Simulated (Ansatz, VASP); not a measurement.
W: VASP beside Ansatz

```xyz
1
Lattice="-1.6062 1.6062 1.6062 1.6062 -1.6062 1.6062 1.6062 1.6062 -1.6062" Properties=species:S:1:pos:R:3 pbc="T T T"
W     0.0000    0.0000    0.0000
```

Alike in both runs: task single point; functional PBE; k mesh 8 × 8 × 8; occupations gaussian, width 0.05 eV; no spin polarisation.

|  | VASP | Ansatz |
| --- | --- | --- |
| version | VASP 6.6.1 | Ansatz 0.2.0 |
| potentials or method | VASP PAW PBE potentials, release 64 (W_sv), cutoff 520 eV | scalar-relativistic, plane waves, PAW |
| valence electrons in the cell | 14 | 14 |

|  | VASP | Ansatz | Ansatz less VASP |
| --- | --- | --- | --- |
| gap on the k mesh at the Fermi level (eV) | none | none | - |
| pressure (GPa) | -7.1 | -7.5 | -0.37 |

A gap of «none» marks a metal or a gap that the smearing closes. With one functional, cell and mesh, what is left measures potentials, basis and numerics.

Neither program's run includes spin-orbit coupling.
